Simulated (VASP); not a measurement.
# Sb (Pm-3m) in VASP: a series of runs

Sb is run at these levels: LDA, r2SCAN; tasks: single point.

Everything below comes from runs of VASP 6.6.1. Logs are shortened: lines on timing, memory, paths and dates and some standing lists are left out, and cuts for length are marked.

## 1. The cell of the first run

Symmetry: Pm-3m, No. 221, cubic system. The conventional cell has a = 3.222 Å, b = 3.222 Å, c = 3.222 Å, α = 90.00°, β = 90.00°, γ = 90.00°. Sb (site symmetry m-3m) has 6 Sb at 3.22 Å within 4.2 Å.

## 2. Single point, LDA

INCAR

```
SYSTEM = Sb
ALGO = Normal ; EDIFF = 1E-6
ENCUT = 520 ; GGA = CA
ISIF = 2 ; ISMEAR = -1
LASPH = .TRUE. ; LCHARG = .FALSE.
LREAL = .FALSE. ; LWAVE = .FALSE.
NBANDS = 8 ; NELM = 80
PREC = Accurate ; SIGMA = 0.05
```

KPOINTS

```
k-points
0
G
  8 8 8
  0 0 0
```

POSCAR

```
Sb
1.0
    3.2219765189      0.0000000000      0.0000000000
    0.0000000000      3.2219765189      0.0000000000
    0.0000000000      0.0000000000      3.2219765189
Sb
1
Direct
    0.0000000000      0.0000000000      0.0000000000
```

Potentials or basis: VASP PAW LDA potentials, release 64 (Sb).

Command:

```bash
$ cat potpaw_LDA.64/Sb/POTCAR > POTCAR
$ mpirun -np 1 vasp_std > vasp.out
```

OUTCAR:

```text
SYSTEM = Sb
   EDIFF = 1E-6
   ENCUT = 520
   GGA = CA
   ISIF = 2
   ISMEAR = -1
   LASPH = .TRUE.
   LREAL = .FALSE.
   NELM = 80
   PREC = Accurate

 ion  position               nearest neighbor table
   1  0.000  0.000  0.000-

  LATTYP: Found a simple cubic cell.
 ALAT       =     3.2219765189

  Lattice vectors:

 A1 = (   3.2219765189,   0.0000000000,   0.0000000000)
 A2 = (   0.0000000000,   3.2219765189,   0.0000000000)
 A3 = (   0.0000000000,   0.0000000000,   3.2219765189)

Analysis of symmetry for initial positions (statically):
=====================================================================
 Subroutine PRICEL returns:
 Original cell was already a primitive cell.

 Routine SETGRP: Setting up the symmetry group for a
 simple cubic supercell.

 Subroutine GETGRP returns: Found 48 space group operations
 (whereof 48 operations were pure point group operations)
 out of a pool of 48 trial point group operations.

The static configuration has the point symmetry O_h .

Analysis of symmetry for dynamics (positions and initial velocities):
=====================================================================
 Subroutine PRICEL returns:
 Original cell was already a primitive cell.

 Routine SETGRP: Setting up the symmetry group for a
 simple cubic supercell.

 Subroutine GETGRP returns: Found 48 space group operations
 (whereof 48 operations were pure point group operations)
 out of a pool of 48 trial point group operations.

The dynamic configuration has the point symmetry O_h .

 Subroutine INISYM returns: Found 48 space group operations
 (whereof 48 operations are pure point group operations),
 and found     1 'primitive' translations

----------------------------------------------------------------------------------------

                                     Primitive cell

  volume of cell :      33.4478

  direct lattice vectors                    reciprocal lattice vectors
     3.221976519  0.000000000  0.000000000     0.310368494  0.000000000  0.000000000
     0.000000000  3.221976519  0.000000000     0.000000000  0.310368494  0.000000000
     0.000000000  0.000000000  3.221976519     0.000000000  0.000000000  0.310368494

  length of vectors
     3.221976519  3.221976519  3.221976519     0.310368494  0.310368494  0.310368494

  position of ions in fractional coordinates (direct lattice)
     0.000000000  0.000000000  0.000000000

  ion indices of the primitive-cell ions
   primitive index   ion index
                 1           1

----------------------------------------------------------------------------------------

 KPOINTS: k-points

Automatic generation of k-mesh.
 Grid dimensions read from file:
 generate k-points for:    8    8    8

 Generating k-lattice:

  Cartesian coordinates                     Fractional coordinates (reciprocal lattice)
     0.038796062  0.000000000  0.000000000     0.125000000  0.000000000  0.000000000
     0.000000000  0.038796062  0.000000000     0.000000000  0.125000000  0.000000000
     0.000000000  0.000000000  0.038796062     0.000000000  0.000000000  0.125000000

  Length of vectors
     0.038796062  0.038796062  0.038796062

  Shift w.r.t. Gamma in fractional coordinates (k-lattice)
     0.000000000  0.000000000  0.000000000

 Subroutine IBZKPT returns following result:
 ===========================================

 Found     35 irreducible k-points:

 Following reciprocal coordinates:
            Coordinates               Weight
  0.000000  0.000000  0.000000      1.000000
  0.125000  0.000000  0.000000      6.000000
  0.250000  0.000000  0.000000      6.000000
  0.375000  0.000000  0.000000      6.000000
  0.500000  0.000000  0.000000      3.000000
  0.125000  0.125000  0.000000     12.000000
[... 16 lines left out ...]
  0.375000  0.375000  0.125000     24.000000
  0.500000  0.375000  0.125000     24.000000
 [... further k-points ...]
   k-points           NKPTS =     35   k-points in BZ     NKDIM =     35   number of bands    NBANDS=      8
   number of dos      NEDOS =    301   number of ions     NIONS =      1
   total plane-waves  NPLWV =  13824
   dimension x,y,z NGX =    24 NGY =   24 NGZ =   24
   dimension x,y,z NGXF=    48 NGYF=   48 NGZF=   48
   ions per type =               1
   NGX,Y,Z   is equivalent  to a cutoff of  12.38, 12.38, 12.38 a.u.
   NGXF,Y,Z  is equivalent  to a cutoff of  24.77, 24.77, 24.77 a.u.
 SYSTEM =  Sb
   PREC   = accura    normal or accurate (medium, high low for compatibility)
   ISTART =      0    job   : 0-new  1-cont  2-samecut
   ICHARG =      2    charge: 1-file 2-atom 10-const
   ISPIN  =      1    spin polarized calculation?
   LNONCOLLINEAR =      F non collinear calculations
   LSORBIT =      F    spin-orbit coupling
   LASPH  =      T    aspherical Exc in radial PAW
   ENCUT  =  520.0 eV  38.22 Ry    6.18 a.u.   5.99  5.99  5.99*2*pi/ulx,y,z
   NELM   =     80;   NELMIN=  2; NELMDL= -5     # of ELM steps
   EDIFF  = 0.1E-05   stopping-criterion for ELM
   LREAL  =      F    real-space projection
   EDIFFG = 0.1E-04   stopping-criterion for IOM
   NSW    =      0    number of steps for IOM
   IBRION =     -1    ionic relax: 0-MD 1-quasi-New 2-CG
   NFREE  =      0    steps in history (QN), initial steepest desc. (CG)
   ISIF   =      2    stress and relaxation
   ISYM   =      2    0-nonsym 1-usesym 2-fastsym
   POTIM  = 0.5000    time-step for ionic-motion
   TEBEG  =    0.0;   TEEND  =   0.0 temperature during run
   PSTRESS=    0.0 pullay stress
   NELECT =       5.0000    total number of electrons
   NUPDOWN=      -1.0000    fix difference up-down
   EMIN   =  10.00;   EMAX   =-10.00  energy-range for DOS
   EFERMI =   0.00;   METHOD = LEGACY
   ISMEAR =    -1;   SIGMA  =   0.05  broadening in eV -4-tet -1-fermi 0-gaus
   EFERMI_NEDOS =   21; number of points for ismear=-14 and -15
   IALGO  =     38    algorithm
   IMIX   =      4    mixing-type and parameters
     AMIX     =   0.40;   BMIX     =  1.00
     AMIX_MAG =   1.60;   BMIX_MAG =  1.00
  volume/ion in A,a.u.               =      33.45       225.72
  Fermi-wavevector in a.u.,A,eV,Ry     =   0.868845  1.641880 10.270932  0.754892
  Thomas-Fermi vector in A             =   1.987582
   LORBIT       =      0    0 simple, 1 ext, 2 COOP (PROOUT), +10 PAW based schemes
   GGA     = CA    functional components
   LHFCALC =     F    Hartree Fock is set to
   AEXX    =    0.0000 exact exchange contribution
   IVDW    =     0    specifies the selected vdW correction
   LEPSILON=     F    determine dielectric tensor
   LRPA    =     F    only Hartree local field effects (RPA)
 non-spin polarized calculation
  energy-cutoff  :      520.00
  volume of cell :       33.45
 maximum number of plane-waves:       920
 NGX is ok and might be reduce to    24
   NGX = 11   NGY = 11   NGZ = 11

 number of electron       5.0000000 magnetization

 Free energy of the ion-electron system (eV)
  ---------------------------------------------------
  ext. energy  EPLUGINS =         0.00000000
  ---------------------------------------------------
  free energy    TOTEN  =        -4.63608434 eV

  energy without entropy =       -4.62835158  energy(sigma->0) =       -4.63221796

 E-fermi :   5.5587     XC(G=0):  -9.3359

 val. band max:        5.5518538812   @ k =   0.3750   0.2500   0.1250
 cond. band min:       5.6821014175   @ k =   0.2500   0.2500   0.2500
 fundamental gap:      0.1302475364
 Fermi energy:         5.5587373465

 k-point     1 :       0.0000    0.0000    0.0000
  band No.  band energies     occupation
      1      -5.9745      2.00000
      2       8.5472      0.00000
      3       8.5472      0.00000
      4       8.5472      0.00000
      5      12.4171      0.00000
      6      12.4171      0.00000
      7      13.1191      0.00000
      8      21.5954      0.00000

 k-point     2 :       0.1250    0.0000    0.0000
  band No.  band energies     occupation
      1      -5.7769      2.00000
      2       6.6261      0.00000
      3       8.7334      0.00000
      4       8.7334      0.00000
      5      12.5809      0.00000
      6      13.0186      0.00000
      7      14.9004      0.00000
      8      20.4406      0.00000

 k-point     3 :       0.2500    0.0000    0.0000
  band No.  band energies     occupation
      1      -5.2127      2.00000
      2       3.9165      2.00000
      3       9.2392      0.00000
      4       9.2392      0.00000
      5      13.0564      0.00000
      6      13.6202      0.00000
      7      18.1048      0.00000
      8      18.6264      0.00000

 k-point     4 :       0.3750    0.0000    0.0000
  band No.  band energies     occupation
      1      -4.4298      2.00000
      2       1.7403      2.00000
      3       9.8648      0.00000
      4       9.8648      0.00000
      5      13.7509      0.00000
      6      14.5950      0.00000
      7      17.1244      0.00000
      8      17.1244      0.00000

 k-point     5 :       0.5000    0.0000    0.0000
  band No.  band energies     occupation
      1      -3.9662      2.00000
      2       0.8008      2.00000
      3      10.1819      0.00000
      4      10.1819      0.00000
      5      14.2070      0.00000
      6      15.8484      0.00000
      7      16.1368      0.00000
      8      16.5045      0.00000

 k-point     6 :       0.1250    0.1250    0.0000
  band No.  band energies     occupation
      1      -5.5792      2.00000
      2       6.7563      0.00000
      3       6.8787      0.00000
      4       8.9197      0.00000
      5      12.9548      0.00000
      6      14.7869      0.00000
      7      15.2097      0.00000
      8      18.8003      0.00000

 k-point     7 :       0.2500    0.1250    0.0000
  band No.  band energies     occupation
      1      -5.0146      2.00000
      2       4.1076      2.00000
      3       7.3508      0.00000
      4       9.4256      0.00000
      5      13.4691      0.00000
      6      15.1730      0.00000
      7      16.5841      0.00000
      8      18.5673      0.00000

 k-point     8 :       0.3750    0.1250    0.0000
  band No.  band energies     occupation
      1      -4.2308      2.00000
      2       1.9313      2.00000
      3       8.0450      0.00000
      4      10.0511      0.00000
      5      13.9726      0.00000
      6      14.4883      0.00000
      7      16.6004      0.00000
      8      17.2724      0.00000

 k-point     9 :       0.5000    0.1250    0.0000
  band No.  band energies     occupation
      1      -3.7662      2.00000
      2       0.9908      2.00000
      3       8.4247      0.00000
      4      10.3681      0.00000
      5      13.4401      0.00000
      6      14.9620      0.00000
      7      16.6570      0.00000
      8      16.7048      0.00000

 k-point    10 :       0.2500    0.2500    0.0000
  band No.  band energies     occupation
      1      -4.4485      2.00000
      2       4.5333      2.00000
      3       4.7643      2.00000
      4       9.9311      0.00000
      5      13.3855      0.00000
      6      14.3025      0.00000
      7      18.6111      0.00000
      8      19.0629      0.00000
[... 78 lines left out ...]
 k-point    18 :       0.3750    0.1250    0.1250
  band No.  band energies     occupation
      1      -4.0316      2.00000
      2       2.1219      2.00000
      3       8.1039      0.00000
      4       8.3726      0.00000
      5      13.9931      0.00000
      6      14.7793      0.00000
      7      16.0723      0.00000
      8      17.3914      0.00000

 k-point    19 :       0.5000    0.1250    0.1250
  band No.  band energies     occupation
      1      -3.5660      2.00000
      2       1.1804      2.00000
      3       8.4467      0.00000
      4       8.7956      0.00000
      5      13.2807      0.00000
      6      14.1031      0.00000
      7      16.3928      0.00000
      8      18.0511      0.00000

 k-point    20 :       0.2500    0.2500    0.1250
  band No.  band energies     occupation
      1      -4.2499      2.00000
      2       4.7183      2.00000
      3       4.9574      1.99999
      4       8.0778      0.00000
      5      13.7266      0.00000
      6      15.8148      0.00000
      7      17.0213      0.00000
      8      17.0847      0.00000

 k-point    21 :       0.3750    0.2500    0.1250
  band No.  band energies     occupation
      1      -3.4607      2.00000
      2       2.6521      2.00000
      3       5.5519      1.06873
      4       8.7727      0.00000
      5      11.8793      0.00000
      6      14.9688      0.00000
      7      16.8693      0.00000
      8      17.7598      0.00000

 k-point    22 :       0.5000    0.2500    0.1250
  band No.  band energies     occupation
      1      -2.9903      2.00000
      2       1.7070      2.00000
      3       5.9407      0.00096
      4       9.1626      0.00000
      5      11.0745      0.00000
      6      14.2983      0.00000
      7      17.2294      0.00000
      8      18.1689      0.00000

 k-point    23 :       0.3750    0.3750    0.1250
  band No.  band energies     occupation
      1      -2.6593      2.00000
      2       3.2612      2.00000
      3       3.4492      2.00000
      4       9.4329      0.00000
      5       9.9996      0.00000
      6      15.5407      0.00000
      7      15.9134      0.00000
      8      17.9841      0.00000

 k-point    24 :       0.5000    0.3750    0.1250
  band No.  band energies     occupation
      1      -2.1758      2.00000
      2       2.3914      2.00000
      3       3.7378      2.00000
      4       9.1814      0.00000
      5       9.8269      0.00000
      6      15.0449      0.00000
      7      16.1844      0.00000
      8      18.4235      0.00000

 [... further k-points ...]
[... 5 lines left out ...]
  --------------------------------------------------------------------------------------
  -------------------------------------------------------------------------------------
  Total       -1.5902666     -1.5902666     -1.5902666     -0.0000000      0.0000000     -0.0000000
  in kB      -76.1751644    -76.1751644    -76.1751644     -0.0000000      0.0000000     -0.0000000
  external PRESSURE =     -76.1751644 kB  Pullay stress =       0.0000000 kB

 VOLUME and BASIS-vectors are now :
 -----------------------------------------------------------------------------
  energy-cutoff  :      520.00
  volume of cell :       33.45
      direct lattice vectors                 reciprocal lattice vectors
     3.221976519  0.000000000  0.000000000     0.310368494  0.000000000  0.000000000
     0.000000000  3.221976519  0.000000000     0.000000000  0.310368494  0.000000000
     0.000000000  0.000000000  3.221976519     0.000000000  0.000000000  0.310368494

 POSITION                                       TOTAL-FORCE (eV/Angst)
 -----------------------------------------------------------------------------------
      0.00000      0.00000      0.00000         0.000000      0.000000      0.000000
 -----------------------------------------------------------------------------------
    total drift:                               -0.000000      0.000000      0.000000

  FREE ENERGIE OF THE ION-ELECTRON SYSTEM (eV)
  ---------------------------------------------------
  free  energy   TOTEN  =        -4.6360843360 eV

  energy  without entropy=       -4.6283515778  energy(sigma->0) =       -4.63221796
```

It took 2.6 s on 1 thread of AMD EPYC 9R45 (Zen 5), shared host; peak memory 0.1 GiB.

Results:

```yaml
Free_energy: -4.6361 eV
Pressure: -7.6 GPa
```

Caveat: spin-orbit coupling is left out, which moves the levels of the heavy elements.

## 3. Single point, r2SCAN

This run uses another cell than the first one, of 29.66 Å³/atom, 0.887 times its volume.

POSCAR

```
Sb
1.0
    3.0954921035      0.0000000000      0.0000000000
    0.0000000000      3.0954921035      0.0000000000
    0.0000000000      0.0000000000      3.0954921035
Sb
1
Direct
    0.0000000000      0.0000000000      0.0000000000
```

INCAR.step1

```
SYSTEM = Sb
PREC     = Accurate       ! precision mode
ENCUT    = 520            ! plane-wave cutoff, eV
ISMEAR   = -1             ! smearing method
SIGMA    = 0.05           ! smearing width, eV
LREAL    = .False.        ! projectors in reciprocal space
LASPH    = .True.         ! aspherical terms in the spheres
NELM     = 80             ! most SCF steps
NBANDS   = 8              ! bands
GGA      = PE             ! functional
ALGO     = Normal         ! electronic algorithm
EDIFF    = 1E-4           ! SCF threshold, eV
LWAVE    = .True.         ! write WAVECAR
LCHARG   = .False.        ! write CHGCAR
```

INCAR.step2

```
SYSTEM = Sb
PREC     = Accurate       ! precision mode
ENCUT    = 520            ! plane-wave cutoff, eV
EDIFF    = 1E-6           ! SCF threshold, eV
ISMEAR   = -1             ! smearing method
SIGMA    = 0.05           ! smearing width, eV
LREAL    = .False.        ! projectors in reciprocal space
LASPH    = .True.         ! aspherical terms in the spheres
NELM     = 80             ! most SCF steps
ALGO     = Normal         ! electronic algorithm
ISIF     = 2              ! what is computed and relaxed
LWAVE    = .False.        ! write WAVECAR
LCHARG   = .False.        ! write CHGCAR
METAGGA  = R2SCAN         ! meta-GGA
LMIXTAU  = .True.       
NBANDS   = 8              ! bands
ISTART   = 1
```

KPOINTS

```
Automatic mesh
0
Gamma
  8 8 8
  0 0 0
```

Potentials or basis: VASP PAW PBE potentials, release 64 (Sb).

Command:

```bash
$ cat potpaw_PBE.64/Sb/POTCAR > POTCAR
$ cp INCAR.step1 INCAR
$ mpirun -np 1 vasp_std > vasp.out
$ cp INCAR.step2 INCAR
$ mpirun -np 1 vasp_std > vasp.out
```

Wall time 13 s (1 thread of AMD EPYC 9R45 (Zen 5), shared host); peak memory 0.11 GiB.

Results (log left out):

```
Free energy : -25.6186 eV
Pressure    : 0.1 GPa
```

Levels at points of the mesh, in eV from the Fermi level:
| k point | band 1 | band 2 | band 3 | band 4 | band 5 | band 6 |
| --- | --- | --- | --- | --- | --- | --- |
| (0.00, 0.00, 0.00) | -12.97 | 3.51 | 3.51 | 3.51 | 7.30 | 7.30 |
| (0.50, 0.00, 0.00) | -10.38 | -5.86 | 5.66 | 5.66 | 9.41 | 11.41 |
| (0.50, 0.50, 0.00) | -7.57 | -3.76 | -3.76 | 2.51 | 7.89 | 13.60 |
| (0.50, 0.50, 0.50) | -4.37 | -1.77 | -1.77 | -1.77 | 5.22 | 5.22 |

Caveat: the PAW data sets were made with another functional, which shifts forces and pressure a little; spin-orbit coupling is left out, which moves the levels of the heavy elements.
